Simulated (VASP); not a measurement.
A run of VASP 6.6.1 is set up as follows.

The input INCAR:

```
PREC = Accurate
ENCUT = 520
EDIFF = 1E-6
ISMEAR = 0
SIGMA = 0.1
LREAL = False
LASPH = True
NELM = 80
ALGO = Normal
ISIF = 2
LWAVE = False
LCHARG = False
GGA = PE
NBANDS = 32
```

File KPOINTS:

```
regular mesh
0
Gamma
  4 4 4
```

Contents of POSCAR:

```
Ca2Zr2N
1.0
    4.2086719200      0.0000000000      0.0000000000
    0.0000000000      4.2086719200      0.0000000000
    0.0000000000      0.0000000000      5.7089395400
Ca Zr N
2 2 1
Direct
    0.0000000000      0.5000000000      0.5000000000
    0.5000000000      0.0000000000      0.5000000000
    0.5000000000      0.5000000000      0.2399999900
    0.5000000000      0.5000000000      0.7600000100
    0.0000000000      0.0000000000      0.0000000000
```

Potentials or basis: VASP PAW PBE potentials, release 64 (Ca_sv, Zr_sv, N).

Launch:

```console
$ cat potpaw_PBE.64/Ca_sv/POTCAR potpaw_PBE.64/Zr_sv/POTCAR potpaw_PBE.64/N/POTCAR > POTCAR
$ mpirun -np 1 vasp_std > vasp.out
```

Q: Predict the band gap on the k mesh.

A: Zero (an odd number of electrons rules out a gap without spin polarisation).

Q: Predict the largest force.

A: 4.873 eV/Å.

Q: Predict the pressure.

A: 16.9 GPa.

Forces in eV/Å, atoms in the order of the input:
```
Ca   0.000  0.000  0.000
Ca   0.000  0.000  0.000
Zr   0.000  0.000 -4.873
Zr   0.000  0.000  4.873
N    0.000  0.000  0.000
```

Caveat: the k points lie up to 0.37 Å⁻¹ apart, too coarse for converged energies and pressures of a metal; forces of over 1 eV/Å act on the atoms, so gaps and moduli don't describe the material at rest.
